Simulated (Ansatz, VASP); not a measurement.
Two plane-wave programs on InSb

```
In Sb
1.0
     0.00000    3.26814    3.22739
     3.26814    0.00000    3.22739
     3.26814    3.26814    0.00000
In Sb
1 1
Direct
  0.00000 0.00000 0.00000
  0.25000 0.25000 0.25000
```

Change from the starting cell: strained cell.

Alike in both runs: functional PBEsol; k mesh 10 × 10 × 10; occupations gaussian, width 0.1 eV; no spin polarisation.

Ansatz relaxed the structure, and its values are those at the end. VASP's run is a single point on that final structure, the one shown.

|  | VASP | Ansatz |
| --- | --- | --- |
| version | VASP 6.6.1 | Ansatz 0.2.0 |
| potentials or method | VASP PAW PBE potentials, release 64 (In_d, Sb), cutoff 500 eV | scalar-relativistic, plane waves, PAW |
| valence electrons in the cell | 18 | 28 |

```tsv
	VASP	Ansatz	Ansatz less VASP
gap on the k mesh at the Fermi level (eV)	none	none	-
pressure (GPa)	0.2	0.2	-0.02
```

VASP's potentials were made for PBE, not for PBEsol. A gap of «none» marks a metal or a gap that the smearing closes. VASP's potentials hold 18 valence electrons a cell and Ansatz's 28, so a difference there can come from the potentials and not from the codes. Ansatz's warnings: stress scf threshold loose.

Spin-orbit coupling is off throughout.
